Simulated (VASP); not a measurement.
# ScAl2N3 (Cmc2_1) in VASP: relaxation of cell and atoms with PBE

Aim: the relaxation of cell and atoms of ScAl2N3 with PBE.

Program: VASP 6.6.1. These are calculated values, not measurements. Logs are shortened: lines on timing, memory, paths and dates and some standing lists are left out, and cuts for length are marked.

**1. The cell of the first run**

Symmetry: Cmc2_1, No. 36, orthorhombic system. Conventional cell: a = 9.881 Å, b = 5.680 Å, c = 5.030 Å, α = 90.00°, β = 90.00°, γ = 90.00°. Al (site symmetry 1) has 4 N at 1.90 to 1.93 Å within 2.5 Å. Within 2.9 Å of Sc (site symmetry m) lie 5 N at 2.10 to 2.86 Å. N (site symmetry 1) has 3 Al at 1.90 to 1.91 Å and 1 Sc at 2.10 Å within 2.5 Å. N (site symmetry m) has 2 Al at 1.93 Å and 2 Sc at 2.12 to 2.17 Å within 2.6 Å.

**2. Relaxation of cell and atoms, PBE**

File INCAR:

```
SYSTEM = ScAl2N3
PREC     = Accurate       ! precision mode
ENCUT    = 600            ! plane-wave cutoff, eV
EDIFF    = 1E-6           ! SCF threshold, eV
ISMEAR   = 0              ! smearing method
SIGMA    = 0.02           ! smearing width, eV
LREAL    = .False.        ! projectors in reciprocal space
LASPH    = .True.         ! aspherical terms in the spheres
NELM     = 80             ! most SCF steps
ALGO     = Normal         ! electronic algorithm
ISIF     = 3              ! what is computed and relaxed
LWAVE    = .False.        ! write WAVECAR
LCHARG   = .False.        ! write CHGCAR
GGA      = PE             ! functional
IBRION   = 2              ! ionic algorithm
NSW      = 80             ! ionic steps
EDIFFG   = -0.01          ! ionic threshold
```

File KPOINTS:

```
regular mesh
0
Gamma
  6 6 6
  0 0 0
```

File POSCAR:

```
ScAl2N3
1.0
    4.9403630914     -2.8400303230      0.0000000000
    4.9403630914      2.8400303230      0.0000000000
    0.0000000000      0.0000000000      5.0300912208
Al Sc N
4 2 6
Direct
    0.0067862693      0.3357956856      0.9888647739
    0.6642043144      0.9932137307      0.9888647739
    0.9932137307      0.6642043144      0.4888647739
    0.3357956856      0.0067862693      0.4888647739
    0.3221466006      0.6778533994      0.9726650192
    0.6778533994      0.3221466006      0.4726650192
    0.0293598009      0.3324311460      0.3670398819
    0.6675688540      0.9706401991      0.3670398819
    0.9706401991      0.6675688540      0.8670398819
    0.3324311460      0.0293598009      0.8670398819
    0.3091169277      0.6908830723      0.4035256389
    0.6908830723      0.3091169277      0.9035256389
```

Potentials or basis: VASP PAW PBE potentials, release 64 (Al, Sc_sv, N).

Run with:

```bash
$ cat potpaw_PBE.64/Al/POTCAR potpaw_PBE.64/Sc_sv/POTCAR potpaw_PBE.64/N/POTCAR > POTCAR
$ mpirun -np 1 vasp_std > vasp.out
```

OUTCAR:

```text
SYSTEM = ScAl2N3
   PREC = Accurate
   ENCUT = 600
   EDIFF = 1E-6
   ISMEAR = 0
   LREAL = .False.
   LASPH = .True.
   NELM = 80
   ISIF = 3
   GGA = PE
   IBRION = 2
   NSW = 80
   EDIFFG = -0.01

 ion  position               nearest neighbor table
   1  0.007  0.336  0.989-   9 1.90  10 1.90   7 1.91  12 1.93   6 3.10   3 3.11   3 3.11   4 3.13
                             4 3.13   6 3.23   2 3.24   2 3.24   5 3.24   5 3.25   5 3.37
   2  0.664  0.993  0.989-  10 1.90   9 1.90   8 1.91  12 1.93   6 3.10   4 3.11   4 3.11   3 3.13
                             3 3.13   6 3.23   1 3.24   1 3.24   5 3.24   5 3.25   5 3.37
   3  0.993  0.664  0.489-   7 1.90   8 1.90   9 1.91  11 1.93   5 3.10   1 3.11   1 3.11   2 3.13
                             2 3.13   5 3.23   4 3.24   4 3.24   6 3.24   6 3.25   6 3.37
   4  0.336  0.007  0.489-   8 1.90   7 1.90  10 1.91  11 1.93   5 3.10   2 3.11   2 3.11   1 3.13
                             1 3.13   5 3.23   3 3.24   3 3.24   6 3.24   6 3.25   6 3.37
   5  0.322  0.678  0.973-   9 2.10  10 2.10  12 2.12  11 2.17   3 3.10   4 3.10   6 3.23   6 3.23
                             3 3.23   4 3.23   1 3.24   2 3.24   2 3.25   1 3.25   2 3.37   1 3.37
   6  0.678  0.322  0.473-   7 2.10   8 2.10  11 2.12  12 2.17   1 3.10   2 3.10   5 3.23   5 3.23
                             1 3.23   2 3.23   4 3.24   3 3.24   4 3.25   3 3.25   4 3.37   3 3.37
   7  0.029  0.332  0.367-   3 1.90   4 1.90   1 1.91   6 2.10
   8  0.668  0.971  0.367-   4 1.90   3 1.90   2 1.91   6 2.10
   9  0.971  0.668  0.867-   1 1.90   2 1.90   3 1.91   5 2.10
  10  0.332  0.029  0.867-   2 1.90   1 1.90   4 1.91   5 2.10
  11  0.309  0.691  0.404-   3 1.93   4 1.93   6 2.12   5 2.17
  12  0.691  0.309  0.904-   1 1.93   2 1.93   5 2.12   6 2.17

  LATTYP: Found a base centered orthorhombic cell.
 ALAT       =     5.6800606460
 B/A-ratio  =     1.7395458955
 C/A-ratio  =     0.8855699850

  Lattice vectors:

 A1 = (  -4.9403630914,  -2.8400303230,   0.0000000000)
 A2 = (   4.9403630914,  -2.8400303230,   0.0000000000)
 A3 = (   0.0000000000,   0.0000000000,   5.0300912208)

Analysis of symmetry for initial positions (statically):
=====================================================================
 Subroutine PRICEL returns:
 Original cell was already a primitive cell.

 Routine SETGRP: Setting up the symmetry group for a
 base centered orthorhombic supercell.

 Subroutine GETGRP returns: Found  4 space group operations
 (whereof  2 operations were pure point group operations)
 out of a pool of  8 trial point group operations.

The static configuration has the point symmetry C_1h.
 The point group associated with its full space group is C_2v.

Analysis of symmetry for dynamics (positions and initial velocities):
=====================================================================
 Subroutine PRICEL returns:
 Original cell was already a primitive cell.

 Routine SETGRP: Setting up the symmetry group for a
 base centered orthorhombic supercell.

 Subroutine GETGRP returns: Found  4 space group operations
 (whereof  2 operations were pure point group operations)
 out of a pool of  8 trial point group operations.

The dynamic configuration has the point symmetry C_1h.
 The point group associated with its full space group is C_2v.

 Subroutine INISYM returns: Found  4 space group operations
 (whereof  2 operations are pure point group operations),
 and found     1 'primitive' translations

----------------------------------------------------------------------------------------

                                     Primitive cell

  volume of cell :     141.1522

  direct lattice vectors                    reciprocal lattice vectors
     4.940363091 -2.840030323  0.000000000     0.101207136 -0.176054458  0.000000000
     4.940363091  2.840030323  0.000000000     0.101207136  0.176054458  0.000000000
     0.000000000  0.000000000  5.030091221     0.000000000  0.000000000  0.198803552

  length of vectors
     5.698505042  5.698505042  5.030091221     0.203071556  0.203071556  0.198803552

  position of ions in fractional coordinates (direct lattice)
     0.006786269  0.335795686  0.988864774
     0.664204314  0.993213731  0.988864774
     0.993213731  0.664204314  0.488864774
     0.335795686  0.006786269  0.488864774
     0.322146601  0.677853399  0.972665019
     0.677853399  0.322146601  0.472665019
     0.029359801  0.332431146  0.367039882
     0.667568854  0.970640199  0.367039882
     0.970640199  0.667568854  0.867039882
     0.332431146  0.029359801  0.867039882
     0.309116928  0.690883072  0.403525639
     0.690883072  0.309116928  0.903525639

  ion indices of the primitive-cell ions
   primitive index   ion index
                 1           1
                 2           2
                 3           3
                 4           4
                 5           5
                 6           6
                 7           7
                 8           8
                 9           9
                10          10
                11          11
                12          12

----------------------------------------------------------------------------------------

 KPOINTS: regular mesh

Automatic generation of k-mesh.
 Grid dimensions read from file:
 generate k-points for:    6    6    6

 Generating k-lattice:

  Cartesian coordinates                     Fractional coordinates (reciprocal lattice)
     0.016867856 -0.029342410  0.000000000     0.166666667  0.000000000  0.000000000
     0.016867856  0.029342410  0.000000000     0.000000000  0.166666667  0.000000000
     0.000000000  0.000000000  0.033133925     0.000000000  0.000000000  0.166666667

  Length of vectors
     0.033845259  0.033845259  0.033133925

  Shift w.r.t. Gamma in fractional coordinates (k-lattice)
     0.000000000  0.000000000  0.000000000

 Subroutine IBZKPT returns following result:
 ===========================================

 Found     52 irreducible k-points:

 Following reciprocal coordinates:
            Coordinates               Weight
  0.000000  0.000000  0.000000      1.000000
  0.166667 -0.000000  0.000000      4.000000
  0.333333  0.000000  0.000000      4.000000
  0.500000  0.000000  0.000000      2.000000
  0.166667  0.166667  0.000000      2.000000
  0.333333  0.166667  0.000000      4.000000
[... 16 lines left out ...]
  0.333333  0.333333  0.166667      4.000000
  0.500000  0.333333  0.166667      8.000000
 [... further k-points ...]
   k-points           NKPTS =     52   k-points in BZ     NKDIM =     52   number of bands    NBANDS=     39
   number of dos      NEDOS =    301   number of ions     NIONS =     12
   total plane-waves  NPLWV =  92160
   dimension x,y,z NGX =    48 NGY =   48 NGZ =   40
   dimension x,y,z NGXF=    96 NGYF=   96 NGZF=   80
   ions per type =               4   2   6
   NGX,Y,Z   is equivalent  to a cutoff of  14.00, 14.00, 13.22 a.u.
   NGXF,Y,Z  is equivalent  to a cutoff of  28.01, 28.01, 26.44 a.u.
 SYSTEM =  ScAl2N3
   PREC   = accura    normal or accurate (medium, high low for compatibility)
   ISTART =      0    job   : 0-new  1-cont  2-samecut
   ICHARG =      2    charge: 1-file 2-atom 10-const
   ISPIN  =      1    spin polarized calculation?
   LNONCOLLINEAR =      F non collinear calculations
   LSORBIT =      F    spin-orbit coupling
   LASPH  =      T    aspherical Exc in radial PAW
   ENCUT  =  600.0 eV  44.10 Ry    6.64 a.u.  11.38 11.38 10.05*2*pi/ulx,y,z
   NELM   =     80;   NELMIN=  2; NELMDL= -5     # of ELM steps
   EDIFF  = 0.1E-05   stopping-criterion for ELM
   LREAL  =      F    real-space projection
   EDIFFG = -.1E-01   stopping-criterion for IOM
   NSW    =     80    number of steps for IOM
   IBRION =      2    ionic relax: 0-MD 1-quasi-New 2-CG
   NFREE  =      1    steps in history (QN), initial steepest desc. (CG)
   ISIF   =      3    stress and relaxation
   ISYM   =      2    0-nonsym 1-usesym 2-fastsym
   POTIM  = 0.5000    time-step for ionic-motion
   TEBEG  =    0.0;   TEEND  =   0.0 temperature during run
   PSTRESS=    0.0 pullay stress
   NELECT =      64.0000    total number of electrons
   NUPDOWN=      -1.0000    fix difference up-down
   EMIN   =  10.00;   EMAX   =-10.00  energy-range for DOS
   EFERMI =   0.00;   METHOD = LEGACY
   ISMEAR =     0;   SIGMA  =   0.02  broadening in eV -4-tet -1-fermi 0-gaus
   EFERMI_NEDOS =   21; number of points for ismear=-14 and -15
   IALGO  =     38    algorithm
   IMIX   =      4    mixing-type and parameters
     AMIX     =   0.40;   BMIX     =  1.00
     AMIX_MAG =   1.60;   BMIX_MAG =  1.00
  volume/ion in A,a.u.               =      11.76        79.38
  Fermi-wavevector in a.u.,A,eV,Ry     =   1.257686  2.376682 21.521346  1.581774
  Thomas-Fermi vector in A             =   2.391333
   LORBIT       =      0    0 simple, 1 ext, 2 COOP (PROOUT), +10 PAW based schemes
   GGA     = PE    functional components
   LHFCALC =     F    Hartree Fock is set to
   AEXX    =    0.0000 exact exchange contribution
   IVDW    =     0    specifies the selected vdW correction
   LEPSILON=     F    determine dielectric tensor
   LRPA    =     F    only Hartree local field effects (RPA)
 conjugate gradient relaxation of ions
 non-spin polarized calculation
 Gauss-broadening in eV      SIGMA  =   0.02
  energy-cutoff  :      600.00
  volume of cell :      141.15
 maximum number of plane-waves:      4738
 NGX is ok and might be reduce to    48
   NGX = 23   NGY = 23   NGZ = 21

--------------------------------------- Ionic step        1  -------------------------------------------

 number of electron      64.0000001 magnetization

 Free energy of the ion-electron system (eV)
  ---------------------------------------------------
  ext. energy  EPLUGINS =         0.00000000
  ---------------------------------------------------
  free energy    TOTEN  =       -95.07398702 eV

  energy without entropy =      -95.07398702  energy(sigma->0) =      -95.07398702

------------------------ aborting loop because EDIFF is reached ----------------------------------------

  FORCE on cell =-STRESS in cart. coord.  units (eV):
  Direction    XX          YY          ZZ          XY          YZ          ZX
  --------------------------------------------------------------------------------------
  -------------------------------------------------------------------------------------
  Total       -0.2114566     -0.1814375     -0.3416536      0.0000000      0.0000000      0.0000000
  in kB       -2.4001815     -2.0594439     -3.8780099      0.0000000      0.0000000      0.0000000
  external PRESSURE =      -2.7792118 kB  Pullay stress =       0.0000000 kB
[... 215 lines left out ...]
  energy  without entropy=      -95.0751944067  energy(sigma->0) =      -95.07519441

--------------------------------------- Ionic step        6  -------------------------------------------

 number of electron      63.9999999 magnetization

 Free energy of the ion-electron system (eV)
  ---------------------------------------------------
  ext. energy  EPLUGINS =         0.00000000
  ---------------------------------------------------
  free energy    TOTEN  =       -95.07526767 eV

  energy without entropy =      -95.07526767  energy(sigma->0) =      -95.07526767

 E-fermi :   4.9847     XC(G=0): -10.7512

 val. band max:        4.8202015461   @ k =   0.5000   0.5000   0.0000
 cond. band min:       7.7660902427   @ k =   0.0000   0.0000   0.0000
 fundamental gap:      2.9458886966
 Fermi energy:         4.9847274598

 k-point     1 :       0.0000    0.0000    0.0000
  band No.  band energies     occupation
      1     -42.6456      2.00000
      2     -42.6187      2.00000
      3     -21.4392      2.00000
      4     -21.3960      2.00000
      5     -21.3615      2.00000
      6     -21.3332      2.00000
[... 997 lines left out ...]
     38       9.7925      0.00000
     39      10.0988      0.00000

 [... further k-points ...]

------------------------ aborting loop because EDIFF is reached ----------------------------------------

  FORCE on cell =-STRESS in cart. coord.  units (eV):
  Direction    XX          YY          ZZ          XY          YZ          ZX
  --------------------------------------------------------------------------------------
  -------------------------------------------------------------------------------------
  Total        0.0114087     -0.0070362     -0.0532840      0.0000000      0.0000000      0.0000000
  in kB        0.1297281     -0.0800091     -0.6058922      0.0000000      0.0000000      0.0000000
  external PRESSURE =      -0.1853911 kB  Pullay stress =       0.0000000 kB
[... 27 lines left out ...]
  FREE ENERGIE OF THE ION-ELECTRON SYSTEM (eV)
  ---------------------------------------------------
  free  energy   TOTEN  =       -95.0752676727 eV

  energy  without entropy=      -95.0752676727  energy(sigma->0) =      -95.07526767

 reached required accuracy - stopping structural energy minimisation
```

It took 14 min on 1 thread of Oxide Virtual Turin-like, shared host; peak memory 0.47 GiB.

Results:

```yaml
Free_energy: -95.0753 eV
Relaxed_volume: 11.74 Å³/atom
Relaxed_cell: a = 5.697 Å, b = 5.697 Å, c = 5.023 Å, α = 90.00°, β = 90.00°, γ = 59.81°
Space_group_after_relaxing_to_0.1_Å: Cmc2_1 (No. 36)
Energy_gained_by_relaxing: 0.1 meV/atom
Ionic_steps: 6
Pressure_after_relaxing: 0.0 GPa
Largest_force_after_relaxing: 0.010 eV/Å
Band_gap_on_the_k_mesh: 2.95 eV (least direct gap 2.98 eV)
```

Forces in eV/Å, atoms in the order of the input:
```
Al   0.000  0.001 -0.001
Al   0.000  0.001 -0.001
Al   0.000 -0.001 -0.001
Al   0.000 -0.001 -0.001
Sc   0.000 -0.002 -0.010
Sc   0.000  0.002 -0.010
N   -0.001  0.001  0.004
N    0.001  0.001  0.004
N    0.001 -0.001  0.004
N   -0.001 -0.001  0.004
N    0.000 -0.005  0.005
N    0.000  0.005  0.005
```

Step by step:
```csv
step,energy change (eV),largest force (eV/Å),pressure (GPa),volume (Å³)
1,0.0000,0.0696,-0.28,141.15
2,-0.0009,0.0297,0.21,140.74
3,-0.0010,0.0334,0.16,140.78
4,-0.0012,0.0198,-0.03,140.92
5,-0.0012,0.0187,-0.03,140.92
6,-0.0013,0.0099,-0.02,140.90
```

Final structure:
```
Al Sc N
1.0
     4.93807   -2.84004    0.00000
     4.93807    2.84004    0.00000
     0.00000    0.00000    5.02342
Al Sc N
4 2 6
Direct
  0.00689 0.33571 0.98879
  0.66429 0.99311 0.98879
  0.99311 0.66429 0.48879
  0.33571 0.00689 0.48879
  0.32207 0.67793 0.97223
  0.67793 0.32207 0.47223
  0.03009 0.33249 0.36691
  0.66751 0.96991 0.36691
  0.96991 0.66751 0.86691
  0.33249 0.03009 0.86691
  0.30841 0.69159 0.40437
  0.69159 0.30841 0.90437
```
